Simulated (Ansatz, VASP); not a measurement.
Ga2O3: VASP beside Ansatz

```
CELL_PARAMETERS angstrom
6.89541 0.00000 0.00000
0.00000 4.70024 0.00000
0.00000 0.00000 4.82242
ATOMIC_POSITIONS crystal
Ga 0.11772 0.75421 0.03546
Ga 0.61772 0.74579 0.96454
Ga 0.88228 0.75421 0.46454
Ga 0.38228 0.74579 0.53546
Ga 0.88228 0.24579 0.96454
Ga 0.38228 0.25421 0.03546
Ga 0.11772 0.24579 0.53546
Ga 0.61772 0.25421 0.46454
O 0.84749 0.60824 0.10312
O 0.34749 0.89176 0.89688
O 0.15251 0.60824 0.39688
O 0.65251 0.89176 0.60312
O 0.15251 0.39176 0.89688
O 0.65251 0.10824 0.10312
O 0.84749 0.39176 0.60312
O 0.34749 0.10824 0.39688
O 0.00000 0.05458 0.25000
O 0.50000 0.44542 0.75000
O 0.00000 0.94542 0.75000
O 0.50000 0.55458 0.25000
```

Change from the starting cell: volume scaled by 0.98, ions relaxed.

Alike in both runs: functional PBE; k mesh 3 × 5 × 5; occupations fermi-dirac, width 0.02 eV; no spin polarisation.

Ansatz relaxed the structure, and its values are those at the end. VASP's run is a single point on that final structure, the one shown.

|  | VASP | Ansatz |
| --- | --- | --- |
| version | VASP 6.6.1 | Ansatz 0.2.0 |
| potentials or method | VASP PAW PBE potentials, release 64 (Ga_d, O) | plane-wave PAW, scalar-relativistic |
| plane-wave cutoff (eV) | 520 | 420 |
| valence electrons in the cell | 176 | 176 |

VASP gave:

| Item | Value |
| --- | --- |
| gap on the k mesh at the Fermi level (eV) | 4.55 |
| pressure (GPa) | 76.5 |
| rms of the force components (eV/Å) | 0.020 |

Q: Which values does Ansatz return?

A: gap on the k mesh at the Fermi level (eV): 4.56; pressure (GPa): 75.0; rms of the force components (eV/Å): 0.005.

Both programs put the cell under a high pressure, so it lies far from rest at this level. Ansatz's warnings: stress scf threshold loose.

Noted on VASP's run: the cell as given lies far from equilibrium.
